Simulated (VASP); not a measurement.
## MoS2: single point with PBEsol

The system is MoS2.

```xyz
3
Lattice="1.5855 0.9154 6.1150 -1.5855 0.9154 6.1150 0.0000 -1.8308 6.1150" Properties=species:S:1:pos:R:3 pbc="T T T"
Mo    0.0000    0.0000    0.0000
S     0.0000    0.0000    4.5862
S     0.0000    0.0000   13.7587
```

* Program: VASP 6.6.1
* Task: single point
* Functional: PBEsol
* Potentials or basis: VASP PAW PBE potentials, release 64 (Mo_sv, S)
* Cutoff: 520 eV
* k mesh: 6 × 6 × 6
* Occupations: fermi-dirac, width 0.03 eV
* Spin: no spin polarisation

```
Pressure               : 2.9 GPa
Largest force          : 0.703 eV/Å
Band gap on the k mesh : zero (band 13 reaches 8.10 eV, above the bottom of band 14 at 7.37 eV)
```

Forces on the atoms (eV/Å):
```
Mo   0.000  0.000  0.000
S    0.000  0.000 -0.703
S    0.000  0.000  0.703
```

Stress tensor (GPa, compression positive):
```
1.40 0.00 0.00
0.00 1.40 0.00
0.00 0.00 5.81
```

Levels at points of the mesh, in eV from the Fermi level:
```
           k point  band 9  band 10  band 11  band 12  band 13  band 14  band 15  band 16  band 17  band 18
(0.00, 0.00, 0.00)   -4.06    -1.60    -1.10    -0.89    -0.89    -0.05    -0.05     3.57     3.57     6.20
(0.50, 0.00, 0.00)   -5.17    -4.18    -2.69    -1.79    -1.42     1.20     2.12     3.59     4.32     5.61
(0.50, 0.50, 0.00)   -4.53    -4.11    -2.71    -2.11    -1.64     1.20     1.90     4.04     4.82     4.96
(0.50, 0.50, 0.50)   -4.04    -3.75    -0.88    -0.88    -0.16    -0.16     0.11     3.69     3.69     6.13
```

Wall time 39 s on 1 thread of Intel(R) Xeon(R) Platinum 8559C (Emerald Rapids) (shared host), peak memory 0.31 GiB.

Caveat: the k points lie up to 0.39 Å⁻¹ apart; the PAW data sets were made with another functional, which shifts forces and pressure a little.
